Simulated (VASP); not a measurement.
Runs of VASP 6.6.1 on LiH. The structure is that of space group I4/mmm (No. 139), or close to it. The cells are those of the table. 

| cell | gap on the mesh (eV) |
| --- | --- |
| a = 2.884, b = 2.884, c = 3.104 Å, angles 57.4, 57.4, 65.1°, 2 atoms | 1.78 |
| a = 2.884, b = 2.884, c = 2.644 Å, angles 62.7, 62.7, 54.6°, 2 atoms | 1.23 |
| a = 2.937, b = 2.937, c = 2.759 Å, angles 62.0, 62.0, 56.0°, 2 atoms | (a) |
| a = 2.762, b = 2.762, c = 2.874 Å, angles 58.6, 58.6, 62.7°, 2 atoms | 2.17 |

Alike in all rows: task single point; level PBE; potentials or basis VASP PAW PBE potentials, release 64 (Li_sv, H); no spin polarisation; k mesh 10 × 10 × 10; cutoff (eV) 520; smearing gaussian 0.05 eV.

Q: Estimate the missing entries.

A: (a) 1.79.

A k mesh can miss the band edges.
